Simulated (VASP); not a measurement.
Wanted: the native input for a VASP 6.6.1 run.

| Quantity | Value |
| --- | --- |
| Task | single point |
| Functional | revPBE |
| Dispersion | D3(BJ) |
| Potentials or basis | VASP PAW PBE potentials, release 64 (Ge_d) |
| Cutoff | 500 eV |
| k mesh | 6 × 6 × 6 |
| Occupations | gaussian, width 0.01 eV |
| Spin | no spin polarisation |
| Dipole correction | no |
| Further INCAR settings | ALGO = Normal; EDIFF = 1e-06; NBANDS = 21 |

The structure of Ge lies in POSCAR:

```
Ge
1.0
    4.0127800042      0.0000000000      0.0000000000
    2.0063900021      3.4751694234      0.0000000000
    2.0063900021      1.1583898078      3.2764211535
Ge
2
Direct
    0.0000000000      0.0000000000      0.0000000000
    0.2500000000      0.2500000000      0.2500000000
```

These files were run (other wordings do the same):

INCAR

```
SYSTEM = Ge
  PREC = Accurate
  ENCUT = 500
  EDIFF = 1E-6
  ISMEAR = 0
  SIGMA = 0.01
  LREAL = .FALSE.
  LASPH = .TRUE.
  NELM = 120
  ALGO = Normal
  ISIF = 2
  LWAVE = .FALSE.
  LCHARG = .FALSE.
  GGA = RE
  IVDW = 12
  NBANDS = 21
  GGA_COMPAT = .FALSE.
```

KPOINTS

```
Automatic mesh
0
G
  6 6 6
  0 0 0
```

Potentials or basis: VASP PAW PBE potentials, release 64 (Ge_d).

Command:

```bash
$ cat potpaw_PBE.64/Ge_d/POTCAR > POTCAR
$ mpirun -np 1 vasp_std > vasp.out
```

Results of the run:

| Quantity | Value |
| --- | --- |
| Pressure | -0.2 GPa |
| Band gap on the k mesh | 0.04 eV |
| Dispersion energy per atom | -0.565 eV |

Caveat: the PAW data sets were made with another functional, which shifts forces and pressure a little.

Wall time 7 s on 1 thread of Intel(R) Xeon(R) 6975P-C (Granite Rapids) (shared host), peak memory 0.16 GiB.
